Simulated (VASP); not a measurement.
# MgO (F-43m) in VASP: further runs

The runs below take MgO through density of states, vibrations by perturbation theory, with PBE, PBEsol.

Everything below comes from runs of VASP 6.6.1. Logs are shortened: lines on timing, memory, paths and dates and some standing lists are left out, and cuts for length are marked.

## (1) The cell of the first run

It takes space group F-43m (No. 216, cubic). The conventional cell has a = 4.612 Å, b = 4.612 Å, c = 4.612 Å, α = 90.00°, β = 90.00°, γ = 90.00°. Within 2.6 Å of Mg (site symmetry -43m) lie 4 O at 2.00 Å. O (site symmetry -43m) has 4 Mg at 2.00 Å within 2.6 Å.

## (2) Density of states, PBE

POSCAR reads:

```
MgO
1.0
    0.0000000000      2.3061620622      2.3061620622
    2.3061620622      0.0000000000      2.3061620622
    2.3061620622      2.3061620622      0.0000000000
Mg O
1 1
Direct
    0.5000000000      0.5000000000      0.5000000000
    0.2500000000      0.2500000000      0.2500000000
```

INCAR.step1 reads:

```
SYSTEM = MgO
ALGO     = Normal         ! electronic algorithm
EDIFF    = 1E-7           ! SCF threshold, eV
ENCUT    = 520            ! plane-wave cutoff, eV
GGA      = PE             ! functional
ISIF     = 2              ! what is computed and relaxed
ISMEAR   = 0              ! smearing method
LASPH    = .TRUE.         ! aspherical terms in the spheres
LCHARG   = .TRUE.         ! write CHGCAR
LREAL    = .FALSE.        ! projectors in reciprocal space
LWAVE    = .FALSE.        ! write WAVECAR
NBANDS   = 11             ! bands
NELM     = 100            ! most SCF steps
PREC     = Accurate       ! precision mode
SIGMA    = 0.02           ! smearing width, eV
```

KPOINTS.step1 reads:

```
k-points
0
G
  8 8 8
  0 0 0
```

INCAR.step2 reads:

```
SYSTEM = MgO
ALGO     = Normal         ! electronic algorithm
EDIFF    = 1E-7           ! SCF threshold, eV
ENCUT    = 520            ! plane-wave cutoff, eV
GGA      = PE             ! functional
ICHARG   = 11             ! starting density
ISIF     = 2              ! what is computed and relaxed
ISMEAR   = -5             ! smearing method
LASPH    = .TRUE.         ! aspherical terms in the spheres
LCHARG   = .FALSE.        ! write CHGCAR
LORBIT   = 11             ! projections on sites
LREAL    = .FALSE.        ! projectors in reciprocal space
LWAVE    = .FALSE.        ! write WAVECAR
NEDOS    = 2001           ! points of the DOS
NELM     = 100            ! most SCF steps
PREC     = Accurate       ! precision mode
SIGMA    = 0.02           ! smearing width, eV
```

KPOINTS.step2 reads:

```
k-points
0
G
  12 12 12
  0 0 0
```

Potentials or basis: VASP PAW PBE potentials, release 64 (Mg, O).

Run with:

```console
cat potpaw_PBE.64/Mg/POTCAR potpaw_PBE.64/O/POTCAR > POTCAR
cp INCAR.step1 INCAR
cp KPOINTS.step1 KPOINTS
mpirun -np 1 vasp_std > vasp.out
cp INCAR.step2 INCAR
cp KPOINTS.step2 KPOINTS
mpirun -np 1 vasp_std > vasp.out
```

OUTCAR:

```text
SYSTEM = MgO
   EDIFF = 1E-7
   ENCUT = 520
   GGA = PE
   ICHARG = 11
   ISIF = 2
   ISMEAR = -5
   LASPH = .TRUE.
   LORBIT = 11
   LREAL = .FALSE.
   NELM = 100
   PREC = Accurate

 ion  position               nearest neighbor table
   1  0.500  0.500  0.500-   2 2.00   2 2.00   2 2.00   2 2.00
   2  0.250  0.250  0.250-   1 2.00   1 2.00   1 2.00   1 2.00

  LATTYP: Found a face centered cubic cell.
 ALAT       =     4.6123241244

  Lattice vectors:

 A1 = (   0.0000000000,   2.3061620622,   2.3061620622)
 A2 = (   2.3061620622,   0.0000000000,   2.3061620622)
 A3 = (   2.3061620622,   2.3061620622,   0.0000000000)

Analysis of symmetry for initial positions (statically):
=====================================================================
 Subroutine PRICEL returns:
 Original cell was already a primitive cell.

 Routine SETGRP: Setting up the symmetry group for a
 face centered cubic supercell.

 Subroutine GETGRP returns: Found 24 space group operations
 (whereof 24 operations were pure point group operations)
 out of a pool of 48 trial point group operations.

The static configuration has the point symmetry T_d .

Analysis of symmetry for dynamics (positions and initial velocities):
=====================================================================
 Subroutine PRICEL returns:
 Original cell was already a primitive cell.

 Routine SETGRP: Setting up the symmetry group for a
 face centered cubic supercell.

 Subroutine GETGRP returns: Found 24 space group operations
 (whereof 24 operations were pure point group operations)
 out of a pool of 48 trial point group operations.

The dynamic configuration has the point symmetry T_d .

 Subroutine INISYM returns: Found 24 space group operations
 (whereof 24 operations are pure point group operations),
 and found     1 'primitive' translations

----------------------------------------------------------------------------------------

                                     Primitive cell

  volume of cell :      24.5301

  direct lattice vectors                    reciprocal lattice vectors
     0.000000000  2.306162062  2.306162062    -0.216810435  0.216810435  0.216810435
     2.306162062  0.000000000  2.306162062     0.216810435 -0.216810435  0.216810435
     2.306162062  2.306162062  0.000000000     0.216810435  0.216810435 -0.216810435

  length of vectors
     3.261405665  3.261405665  3.261405665     0.375526689  0.375526689  0.375526689

  position of ions in fractional coordinates (direct lattice)
[... 86 lines left out ...]
   NFREE  =      0    steps in history (QN), initial steepest desc. (CG)
   ISIF   =      2    stress and relaxation
   ISYM   =      2    0-nonsym 1-usesym 2-fastsym
   POTIM  = 0.5000    time-step for ionic-motion
   TEBEG  =    0.0;   TEEND  =   0.0 temperature during run
   PSTRESS=    0.0 pullay stress
   NELECT =       8.0000    total number of electrons
   NUPDOWN=      -1.0000    fix difference up-down
   EMIN   =  10.00;   EMAX   =-10.00  energy-range for DOS
   EFERMI =   0.00;   METHOD = LEGACY
   ISMEAR =    -5;   SIGMA  =   0.02  broadening in eV -4-tet -1-fermi 0-gaus
   EFERMI_NEDOS =   21; number of points for ismear=-14 and -15
   IALGO  =     38    algorithm
   IMIX   =      4    mixing-type and parameters
     AMIX     =   0.40;   BMIX     =  1.00
     AMIX_MAG =   1.60;   BMIX_MAG =  1.00
  volume/ion in A,a.u.               =      12.27        82.77
  Fermi-wavevector in a.u.,A,eV,Ry     =   1.126864  2.129465 17.276997  1.269823
  Thomas-Fermi vector in A             =   2.263548
   LORBIT       =     11    0 simple, 1 ext, 2 COOP (PROOUT), +10 PAW based schemes
   GGA     = PE    functional components
   LHFCALC =     F    Hartree Fock is set to
   AEXX    =    0.0000 exact exchange contribution
   IVDW    =     0    specifies the selected vdW correction
   LEPSILON=     F    determine dielectric tensor
   LRPA    =     F    only Hartree local field effects (RPA)
 non-spin polarized calculation
 Fermi weights with tetrahedron method with Bloechl corrections
  energy-cutoff  :      520.00
  volume of cell :       24.53
 maximum number of plane-waves:       684

 number of electron       8.0000001 magnetization

 Free energy of the ion-electron system (eV)
  ---------------------------------------------------
  ext. energy  EPLUGINS =         0.00000000
  ---------------------------------------------------
  free energy    TOTEN  =       -11.70117494 eV

  energy without entropy =      -11.70117494  energy(sigma->0) =      -11.70117494

 E-fermi :   0.6425     XC(G=0):  -9.5858

 val. band max:        0.6272547726   @ k =   0.0000   0.0000   0.0000
 cond. band min:       4.0921948970   @ k =   0.0000   0.0000   0.0000
 fundamental gap:      3.4649401244
 Fermi energy:         0.6425353403

 k-point     1 :       0.0000    0.0000    0.0000
  band No.  band energies     occupation
      1     -15.1836      2.00000
      2       0.6273      2.00000
      3       0.6273      2.00000
      4       0.6273      2.00000
      5       4.0922      0.00000
      6      17.0963      0.00000
      7      17.0963      0.00000
      8      17.0963      0.00000
[... 243 lines left out ...]
 k-point    24 :      -0.4167    0.1667    0.0000
  band No.  band energies     occupation
      1     -14.5040      2.00000
      2      -2.0310      2.00000
      3      -0.1313      2.00000
      4       0.3583      2.00000
      5       9.2749      0.00000
      6      10.2922      0.00000
      7      14.0354      0.00000
      8      15.4032      0.00000

 [... further k-points ...]
[... 5 lines left out ...]
  --------------------------------------------------------------------------------------
  -------------------------------------------------------------------------------------
  Total       -0.0605056     -0.0605056     -0.0605056      0.0000000      0.0000000     -0.0000000
  in kB       -3.9519045     -3.9519045     -3.9519045      0.0000000      0.0000000     -0.0000000
  external PRESSURE =      -3.9519045 kB  Pullay stress =       0.0000000 kB

 VOLUME and BASIS-vectors are now :
 -----------------------------------------------------------------------------
  energy-cutoff  :      520.00
  volume of cell :       24.53
      direct lattice vectors                 reciprocal lattice vectors
     0.000000000  2.306162062  2.306162062    -0.216810435  0.216810435  0.216810435
     2.306162062  0.000000000  2.306162062     0.216810435 -0.216810435  0.216810435
     2.306162062  2.306162062  0.000000000     0.216810435  0.216810435 -0.216810435

 POSITION                                       TOTAL-FORCE (eV/Angst)
 -----------------------------------------------------------------------------------
      2.30616      2.30616      2.30616        -0.000000     -0.000000     -0.000000
      1.15308      1.15308      1.15308         0.000000      0.000000      0.000000
 -----------------------------------------------------------------------------------
    total drift:                                0.000000      0.000000      0.000000

  FREE ENERGIE OF THE ION-ELECTRON SYSTEM (eV)
  ---------------------------------------------------
  free  energy   TOTEN  =       -11.7011749386 eV

  energy  without entropy=      -11.7011749386  energy(sigma->0) =      -11.70117494

 total charge

# of ion       s       p       d       tot
------------------------------------------
    1        0.165   0.182   0.074   0.421
    2        1.545   3.531   0.000   5.075
--------------------------------------------------
tot          1.709   3.713   0.074   5.496
```

OUTCAR.step1:

```text
SYSTEM = MgO
   EDIFF = 1E-7
   ENCUT = 520
   GGA = PE
   ISIF = 2
   ISMEAR = 0
[... 558 lines left out ...]
      2.30616      2.30616      2.30616        -0.000000     -0.000000     -0.000000
      1.15308      1.15308      1.15308         0.000000      0.000000      0.000000
 -----------------------------------------------------------------------------------
    total drift:                                0.000000      0.000000      0.000000

  FREE ENERGIE OF THE ION-ELECTRON SYSTEM (eV)
  ---------------------------------------------------
  free  energy   TOTEN  =       -11.7011196292 eV

  energy  without entropy=      -11.7011196292  energy(sigma->0) =      -11.70111963
```

It took 13 s on 1 thread of Intel Xeon 8259CL, shared host; peak memory 0.14 GiB.

What came out:

```
Valence electrons inside the program's atomic spheres : Mg 0.42; O 5.08
```

Levels at points of the mesh, in eV from the valence-band top:
```tsv
k point	band 1	band 2	band 3	band 4	band 5	band 6	band 7	band 8
(0.00, 0.00, 0.00)	-15.81	0.00	0.00	0.00	3.46	16.47	16.47	16.47
(0.50, 0.00, 0.00)	-15.19	-2.96	-0.18	-0.18	8.56	9.45	14.38	14.38
(0.50, 0.50, 0.00)	-15.00	-2.44	-0.73	-0.73	6.18	11.39	13.66	16.30
```

## (3) Density of states, PBEsol

POSCAR is that of step 2.

INCAR.step1 reads:

```
SYSTEM = MgO
  ALGO = Normal
  EDIFF = 1E-7
  ENCUT = 520
  GGA = PS
  ISIF = 2
  ISMEAR = 0
  LASPH = .True.
  LCHARG = .True.
  LREAL = .False.
  LWAVE = .False.
  NBANDS = 11
  NELM = 100
  PREC = Accurate
  SIGMA = 0.02
```

KPOINTS.step1 reads:

```
k-points
0
Gamma
  8 8 8
  0 0 0
```

INCAR.step2 reads:

```
SYSTEM = MgO
  ALGO = Normal
  EDIFF = 1E-7
  ENCUT = 520
  GGA = PS
  ICHARG = 11
  ISIF = 2
  ISMEAR = -5
  LASPH = .True.
  LCHARG = .False.
  LORBIT = 11
  LREAL = .False.
  LWAVE = .False.
  NEDOS = 2001
  NELM = 100
  PREC = Accurate
  SIGMA = 0.02
```

KPOINTS.step2 reads:

```
k-points
0
Gamma
  12 12 12
  0 0 0
```

Potentials or basis: VASP PAW PBE potentials, release 64 (Mg, O).

Run with:

```console
cat potpaw_PBE.64/Mg/POTCAR potpaw_PBE.64/O/POTCAR > POTCAR
cp INCAR.step1 INCAR
cp KPOINTS.step1 KPOINTS
mpirun -np 1 vasp_std > vasp.out
cp INCAR.step2 INCAR
cp KPOINTS.step2 KPOINTS
mpirun -np 1 vasp_std > vasp.out
```

OUTCAR:

```text
SYSTEM = MgO
   EDIFF = 1E-7
   ENCUT = 520
   GGA = PS
   ICHARG = 11
   ISIF = 2
   ISMEAR = -5
   LASPH = .True.
   LORBIT = 11
   LREAL = .False.
   NELM = 100
   PREC = Accurate

 ion  position               nearest neighbor table
   1  0.500  0.500  0.500-   2 2.00   2 2.00   2 2.00   2 2.00
   2  0.250  0.250  0.250-   1 2.00   1 2.00   1 2.00   1 2.00

  LATTYP: Found a face centered cubic cell.
 ALAT       =     4.6123241244

  Lattice vectors:

 A1 = (   0.0000000000,   2.3061620622,   2.3061620622)
 A2 = (   2.3061620622,   0.0000000000,   2.3061620622)
[... 455 lines left out ...]
  -------------------------------------------------------------------------------------
  Total       -0.4709477     -0.4709477     -0.4709477     -0.0000000      0.0000000      0.0000000
  in kB      -30.7598205    -30.7598205    -30.7598205     -0.0000000      0.0000000      0.0000000
  external PRESSURE =     -30.7598205 kB  Pullay stress =       0.0000000 kB

 VOLUME and BASIS-vectors are now :
 -----------------------------------------------------------------------------
  energy-cutoff  :      520.00
  volume of cell :       24.53
      direct lattice vectors                 reciprocal lattice vectors
     0.000000000  2.306162062  2.306162062    -0.216810435  0.216810435  0.216810435
     2.306162062  0.000000000  2.306162062     0.216810435 -0.216810435  0.216810435
     2.306162062  2.306162062  0.000000000     0.216810435  0.216810435 -0.216810435

 POSITION                                       TOTAL-FORCE (eV/Angst)
 -----------------------------------------------------------------------------------
      2.30616      2.30616      2.30616        -0.000000     -0.000000     -0.000000
      1.15308      1.15308      1.15308         0.000000      0.000000      0.000000
 -----------------------------------------------------------------------------------
    total drift:                               -0.000000     -0.000000     -0.000000

  FREE ENERGIE OF THE ION-ELECTRON SYSTEM (eV)
  ---------------------------------------------------
  free  energy   TOTEN  =       -12.1992951232 eV

  energy  without entropy=      -12.1992951232  energy(sigma->0) =      -12.19929512

 total charge

# of ion       s       p       d       tot
------------------------------------------
    1        0.165   0.183   0.075   0.424
    2        1.540   3.512   0.000   5.053
--------------------------------------------------
tot          1.706   3.696   0.075   5.476
```

OUTCAR.step1:

```text
SYSTEM = MgO
   EDIFF = 1E-7
   ENCUT = 520
   GGA = PS
   ISIF = 2
   ISMEAR = 0
[... 558 lines left out ...]
      2.30616      2.30616      2.30616        -0.000000     -0.000000     -0.000000
      1.15308      1.15308      1.15308         0.000000      0.000000      0.000000
 -----------------------------------------------------------------------------------
    total drift:                               -0.000000     -0.000000     -0.000000

  FREE ENERGIE OF THE ION-ELECTRON SYSTEM (eV)
  ---------------------------------------------------
  free  energy   TOTEN  =       -12.1991950895 eV

  energy  without entropy=      -12.1991950895  energy(sigma->0) =      -12.19919509
```

It took 13 s on 1 thread of Intel Xeon 8259CL, shared host; peak memory 0.14 GiB.

Results:

```yaml
Valence_electrons_inside_the_program's_atomic_spheres: Mg 0.42; O 5.05
```

Caveat: the PAW data sets were made with another functional, which shifts forces and pressure a little.

## (4) Vibrations by perturbation theory, PBE

INCAR reads:

```
ALGO = Normal
EDIFF = 1E-8
ENCUT = 520
GGA = PE
IBRION = 8
ISIF = 2
ISMEAR = 0
LASPH = T
LCHARG = F
LEPSILON = T
LREAL = F
LWAVE = F
NBANDS = 11
NELM = 60
NSW = 1
PREC = Accurate
SIGMA = 0.01
```

KPOINTS reads:

```
k-points
0
Gamma
  8 8 8
```

POSCAR is that of step 3.

Potentials or basis: VASP PAW PBE potentials, release 64 (Mg, O).

Run with:

```console
cat potpaw_PBE.64/Mg/POTCAR potpaw_PBE.64/O/POTCAR > POTCAR
mpirun -np 1 vasp_std > vasp.out
```

OUTCAR:

```text
EDIFF = 1E-8
   ENCUT = 520
   GGA = PE
   IBRION = 8
   ISIF = 2
   ISMEAR = 0
   LASPH = T
   LEPSILON = T
   LREAL = F
   NELM = 60
   NSW = 1
   PREC = Accurate

 ion  position               nearest neighbor table
   1  0.500  0.500  0.500-   2 2.00   2 2.00   2 2.00   2 2.00
   2  0.250  0.250  0.250-   1 2.00   1 2.00   1 2.00   1 2.00

  LATTYP: Found a face centered cubic cell.
 ALAT       =     4.6123241244

[... 662 lines left out ...]
      2.306162  2.306162  2.306162    -0.000000   -0.630176   -0.000000
      1.153081  1.153081  1.153081     0.000000    0.776452    0.000000
[... 21 lines left out ...]
   6 f/i=    0.002199 THz     0.013820 2PiTHz    0.073367 cm-1     0.009096 meV
             X         Y         Z           dx          dy          dz
      2.306162  2.306162  2.306162     0.163302   -0.274335    0.707779
      1.153081  1.153081  1.153081     0.132537   -0.222653    0.574440

--------------------------------------------------------------------------------------------------------

 MACROSCOPIC STATIC DIELECTRIC TENSOR IONIC CONTRIBUTION
 ------------------------------------------------------
           2.987616     0.000000     0.000000
           0.000000     2.987616    -0.000000
           0.000000    -0.000000     2.987616
 ------------------------------------------------------

 ELASTIC MODULI CONTR FROM IONIC RELAXATION (kBar)
 Direction    XX          YY          ZZ          XY          YZ          ZX
 --------------------------------------------------------------------------------
 XX          -0.0000      0.0000      0.0000      0.0000     -0.0000     -0.0000
 YY           0.0000     -0.0000      0.0000      0.0000      0.0000      0.0000
 ZZ           0.0000      0.0000     -0.0000     -0.0000      0.0000     -0.0000
 XY           0.0000      0.0000     -0.0000   -342.9010      0.0000      0.0000
 YZ          -0.0000      0.0000      0.0000      0.0000   -342.9010      0.0000
 ZX          -0.0000      0.0000     -0.0000      0.0000      0.0000   -342.9010
 --------------------------------------------------------------------------------

 PIEZOELECTRIC TENSOR IONIC CONTR  for field in x, y, z        (C/m^2)
          XX          YY          ZZ          XY          YZ          ZX
  --------------------------------------------------------------------------------
  x    -0.00000     0.00000     0.00000     0.00000    -0.95240     0.00000
  y    -0.00000     0.00000    -0.00000     0.00000    -0.00000    -0.95240
  z     0.00000     0.00000    -0.00000    -0.95240    -0.00000    -0.00000
```

OSZICAR:

```text
N       E                     dE             d eps       ncg     rms          rms(c)
DAV:   1     0.209895497962E+02    0.20990E+02   -0.42173E+03   638   0.629E+02
DAV:   2    -0.128548127878E+02   -0.33844E+02   -0.33146E+02   737   0.143E+02
DAV:   3    -0.138627529688E+02   -0.10079E+01   -0.10070E+01   792   0.235E+01
[... 133 lines left out ...]
RMM:   7    -0.363466865845E+00    0.11376E-04   -0.30885E-08  3594   0.130E-03    0.110E-04
RMM:   8    -0.363467270938E+00   -0.40509E-06    0.14955E-09  3728   0.105E-04    0.449E-05
RMM:   9    -0.363467629625E+00   -0.35869E-06    0.18077E-09  3786   0.803E-05    0.526E-06
RMM:  10    -0.363467575310E+00    0.54314E-07    0.21845E-09  3581   0.627E-06    0.261E-06
RMM:  11    -0.363467560867E+00    0.14443E-07    0.21416E-09  3478   0.636E-06    0.245E-07
RMM:  12    -0.363467558098E+00    0.27685E-08    0.21753E-09  2196   0.316E-06    0.169E-07
 Linear response finished
```

It took 3.2 min on 1 thread of Intel Xeon 8259CL, shared host; peak memory 0.2 GiB.

Results:

* Electronic dielectric tensor (diagonal): 3.04
* Born charges (mean of the diagonal): Mg +1.83; O -1.83 e
* Highest phonon frequency at Γ, LO-TO splitting left out: 482 cm⁻¹

Phonon frequencies in cm⁻¹ (negative: imaginary):
```
              q point        frequencies
(0.000, 0.000, 0.000)  0 0 0 482 482 482
```

Electronic dielectric tensor:
```
3.04 0.00 0.00
0.00 3.04 0.00
0.00 0.00 3.04
```

Born effective charge tensors (e):
atom 1, Mg
```
1.83 0.00 0.00
0.00 1.83 0.00
0.00 0.00 1.83
```
atom 2, O
```
-1.83  0.00  0.00
 0.00 -1.83  0.00
 0.00  0.00 -1.83
```
